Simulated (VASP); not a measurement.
Wanted: the native input for a VASP 6.6.1 run.

```
Task                   : single point
Functional             : r2SCAN
Potentials or basis    : VASP PAW PBE potentials, release 64 (N)
Cutoff                 : 520 eV
k mesh                 : 6 × 6 × 4
Occupations            : gaussian, width 0.05 eV
Spin                   : collinear spin, ferromagnetic start
Starting moments       : [3.2, 3.2] μB
Dipole correction      : no
Further INCAR settings : ALGO = Normal; EDIFF = 1e-07; NBANDS = 16
```

Crystal: N.

```
N
1.0
     3.62900    0.00000    0.00000
    -1.81450    3.14281    0.00000
     0.00000    0.00000    5.89000
N
2
Direct
  0.27186 0.62167 0.23302
  0.66667 0.33333 0.75000
```

This cell differs from its parent crystal: atom 1 (N) moved by (-0.200, -0.100) A along [1 1 0] and z.

The input as run:

POSCAR

```
N
1.0
    3.6290016496      0.0000000000      0.0000000000
   -1.8145008248      3.1428076190      0.0000000000
    0.0000000000      0.0000000000      5.8900000000
N
2
Direct
    0.2718643576      0.6216682533      0.2330220713
    0.6666666667      0.3333333333      0.7500000000
```

INCAR.step1

```
PREC = Accurate
ENCUT = 520
ISMEAR = 0
SIGMA = 0.05
LREAL = False
LASPH = True
NELM = 150
ISPIN = 2
MAGMOM = 3.2 3.2
NBANDS = 16
GGA = PE
ALGO = Normal
EDIFF = 1E-4
LWAVE = True
LCHARG = False
```

INCAR.step2

```
PREC = Accurate
ENCUT = 520
EDIFF = 1E-7
ISMEAR = 0
SIGMA = 0.05
LREAL = False
LASPH = True
NELM = 150
ALGO = Normal
ISIF = 2
LWAVE = False
LCHARG = False
ISPIN = 2
MAGMOM = 3.2 3.2
LORBIT = 11
METAGGA = R2SCAN
LMIXTAU = True
NBANDS = 16
ISTART = 1
```

KPOINTS

```
regular mesh
0
Gamma
  6 6 4
```

Potentials or basis: VASP PAW PBE potentials, release 64 (N).

Run with:

```sh
$ cat potpaw_PBE.64/N/POTCAR > POTCAR
$ cp INCAR.step1 INCAR
$ mpirun -np 1 vasp_std > vasp.out
$ cp INCAR.step2 INCAR
$ mpirun -np 1 vasp_std > vasp.out
```

It gave:

* Pressure: 0.2 GPa
* Largest force: 0.027 eV/Å
* Band gap on the k mesh: 3.91 eV
* Net moment: 6.00 μB per cell
* Site moments: N +1.99 μB
* Valence electrons inside the program's atomic spheres: N 3.30

Caveat: the cell differs from its parent crystal (atom 1 (N) moved by (-0.200, -0.100) A along [1 1 0] and z); the nearest neighbours stand farther apart than a usual bond; the PAW data sets were made with another functional, which shifts forces and pressure a little.

Run time: 5.3 min on 1 thread of AMD EPYC 9R45 96-Core Processor (Zen 5), on a shared host, peak memory 0.26 GiB.
